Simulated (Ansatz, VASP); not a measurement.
**V in VASP and in Ansatz**

Contents of INCAR:

```
SYSTEM = V
ALGO = Normal
EDIFF = 1E-7
ENCUT = 520
GGA = CA
ISIF = 2
ISMEAR = -1
LASPH = .True.
LCHARG = .True.
LELF = .True.
LREAL = .False.
LVHAR = .True.
LWAVE = .False.
NBANDS = 20
NELM = 80
PREC = Accurate
SIGMA = 0.1
```

KPOINTS

```
k-points
0
Gamma
  17 17 17
  0 0 0
```

Contents of POSCAR:

```
V
1.0
    0.0000000000      2.4809741813      2.4809741813
    2.4809741813      0.0000000000      2.4809741813
    2.4809741813      2.4809741813      0.0000000000
V
2
Direct
    0.1250000000      0.1250000000      0.1250000000
    0.8750000000      0.8750000000      0.8750000000
```

Input for Ansatz:

```yaml
crystal:
  lattice:
    - [0.0, 2.4809741813, 2.4809741813]
    - [2.4809741813, 0.0, 2.4809741813]
    - [2.4809741813, 2.4809741813, 0.0]
  atoms:
    - { symbol: V, position: [0.125, 0.125, 0.125] }
    - { symbol: V, position: [0.875, 0.875, 0.875] }
hamiltonian:
  xc: lda
  pseudopotentials:
    kind: paw
    azcp:
      V: "pseudopotentials/V.paw.azcp"
basis:
  ecutwfc: 420
  fft_grid_basis: typed
kpoints:
  mp_grid: { grid: [17, 17, 17], shift: [0, 0, 0] }
magnetization:
  spin_polarized: false
scf:
  occupations: { method: fermi_dirac, width: 0.1 }
output:
  stress: true
```

Alike in both runs: task single point; functional LDA; k mesh 17 × 17 × 17; occupations fermi-dirac, width 0.1 eV; no spin polarisation.

|  | VASP | Ansatz |
| --- | --- | --- |
| version | VASP 6.6.1 | Ansatz 0.2.0 |
| potentials or method | VASP PAW LDA potentials, release 64 (V_sv), cutoff 520 eV | plane waves (420 eV) with PAW, scalar-relativistic |
| valence electrons in the cell | 26 | 26 |

Ansatz gave:

| Quantity | Value |
| --- | --- |
| pressure (GPa) | 7.8 |

Problem. Which values does VASP return?

Solution. Pressure (GPa): 9.4.

Ansatz warns that its potentials were made for another functional, while VASP's fit it. LDA's correlation is that of Perdew and Zunger in VASP and of Perdew and Wang (1992) in Ansatz.
